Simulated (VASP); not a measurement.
**Cr: single point with PBEsol**

Crystal: Cr.

```xyz
3
Lattice="4.2937 0.0000 0.0000 -2.1469 3.7185 0.0000 0.0000 0.0000 2.3177" Properties=species:S:1:pos:R:3 pbc="T T T"
Cr   -2.1469    3.7185    0.0000
Cr    0.0000    2.4790    1.1588
Cr    2.1469    1.2395    1.1588
```

This isn't the form of Cr at room conditions, which is bcc.

* Program: VASP 6.6.1
* Task: single point
* Functional: PBEsol
* Potentials or basis: VASP PAW PBE potentials, release 64 (Cr_pv)
* Cutoff: 520 eV
* k mesh: 10 × 10 × 16
* Occupations: fermi-dirac, width 0.1 eV
* Spin: no spin polarisation

```yaml
Pressure: -17.2 GPa
Band_gap_on_the_k_mesh: zero (bands 18 and 19 overlap by 0.65 eV)
```

Stress tensor (GPa, compression positive):
```
-16.92   0.00   0.00
  0.00 -16.92   0.00
  0.00   0.00 -17.75
```

Levels at points of the mesh, in eV from the Fermi level:
```tsv
k point	band 16	band 17	band 18	band 19	band 20	band 21
(0.00, 0.00, 0.00)	-1.98	-1.72	-0.30	-0.30	1.25	1.25
(0.50, 0.00, 0.00)	-1.70	-1.52	0.34	0.72	1.27	1.38
(0.00, 0.00, 0.50)	-0.86	-0.86	0.07	0.07	1.46	1.46
(0.50, 0.00, 0.50)	-1.20	-0.17	-0.09	0.81	0.84	1.44
```

It took 47 s on 1 thread of AMD EPYC 9R45 96-Core Processor (Zen 5), with other jobs on the host, peak memory 0.18 GiB.

Caveat: the cell stands under tension; the PAW data sets were made with another functional, which shifts forces and pressure a little; the run has no spin polarisation, though such a crystal can be magnetic. Spin polarisation is off, so any magnetic state and its effect on volume and gap are missing.
